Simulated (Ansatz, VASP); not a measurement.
**RuSe in VASP and in Ansatz**

```
CELL_PARAMETERS angstrom
0.00000 2.90633 2.90633
2.90633 0.00000 2.90633
2.90633 2.90633 0.00000
ATOMIC_POSITIONS crystal
Ru 0.00000 0.00000 0.00000
Se 0.25000 0.25000 0.25000
```

Alike in both runs: task single point; functional PBE; k mesh 6 × 6 × 6; occupations gaussian, width 0.05 eV; collinear spin.

|  | VASP | Ansatz |
| --- | --- | --- |
| version | VASP 6.6.1 | Ansatz 0.2.0 |
| potentials or method | VASP PAW PBE potentials, release 64 (Ru_pv, Se), cutoff 520 eV | all-electron LAPW, scalar-relativistic |

```tsv
	VASP	Ansatz	Ansatz less VASP
gap on the k mesh at the Fermi level (eV)	none	none	-
pressure (GPa)	-12.7	-12.7	-0.02
net moment per atom (μB)	0.00	0.00	0.000
```

A gap of «none» marks a metal or a gap that the smearing closes. Ansatz ran all-electron here, and VASP with PAW potentials.

Noted on Ansatz's run: the k mesh is thin for a metal, which can move the energy by tens of meV per atom.
